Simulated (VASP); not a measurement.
The system is B2F3.

```
B F
1.0
     1.41421    0.81649    6.55556
    -1.41421    0.81649    6.55556
     0.00000   -1.63298    6.55556
B F
2 3
Cartesian
  0.0000 0.0000 7.8667
  0.0000 0.0000 11.8000
  0.0000 0.0000 0.0000
  0.0000 0.0000 4.1202
  0.0000 0.0000 15.5465
```

```yaml
Program: VASP 6.6.1
Task: relaxation of cell and atoms
Functional: PBE
Potentials_or_basis: VASP PAW PBE potentials, release 64 (B, F)
Cutoff: 600 eV
k_mesh: 6 × 6 × 6
Occupations: gaussian, width 0.1 eV
Spin: no spin polarisation
```

At the start: pressure 11.2 GPa; volume 9.08 Å³/atom.

Q: How do energy, volume and symmetry change on relaxing?

A: Over 15 steps the energy falls by 183.2 meV/atom and the volume is 11.64 Å³/atom (+28.1 %); space group R-3m (No. 166, to 0.1 Å) before and after.

Step by step:
| step | energy change (eV) | largest force (eV/Å) | pressure (GPa) | volume (Å³) |
| --- | --- | --- | --- | --- |
| 1 | 0.0000 | 2.1456 | 11.16 | 45.42 |
| 2 | -0.6899 | 0.6793 | 3.94 | 49.70 |
| 3 | -0.7520 | 0.5149 | 2.43 | 51.67 |
| 4 | -0.7521 | 0.5528 | 2.31 | 51.80 |
| 5 | -0.7922 | 0.3728 | -0.12 | 53.27 |
| 6 | -0.8041 | 0.5111 | -1.97 | 54.56 |
| 7 | -0.8371 | 0.3975 | -1.31 | 54.58 |
| 8 | -0.8893 | 0.0916 | 1.03 | 54.65 |
| 9 | -0.8920 | 0.0215 | 1.73 | 54.67 |
| 10 | -0.9048 | 0.0596 | 0.33 | 56.21 |
| 11 | -0.9073 | 0.0956 | -0.55 | 57.29 |
| 12 | -0.9127 | 0.0475 | -0.08 | 57.70 |
| 13 | -0.9129 | 0.0826 | 0.00 | 57.82 |
| 14 | -0.9148 | 0.0525 | -0.02 | 57.96 |
| 15 | -0.9159 | 0.0016 | -0.10 | 58.19 |

Final structure:
```
CELL_PARAMETERS angstrom
1.50468 0.86873 7.41875
-1.50468 0.86873 7.41875
0.00000 -1.73746 7.41875
ATOMIC_POSITIONS crystal
B 0.39771 0.39771 0.39771
B 0.60229 0.60229 0.60229
F 0.00000 0.00000 0.00000
F 0.23101 0.23101 0.23101
F 0.76899 0.76899 0.76899
```

Caveat: the k points lie up to 0.40 Å⁻¹ apart in the final cell, too coarse for converged energies and pressures of a metal; the volume moved by over 15 % at a fixed basis, so the end points are rough; an odd number of electrons without spin polarisation forces a metal; a magnetic or distorted state may lie lower.
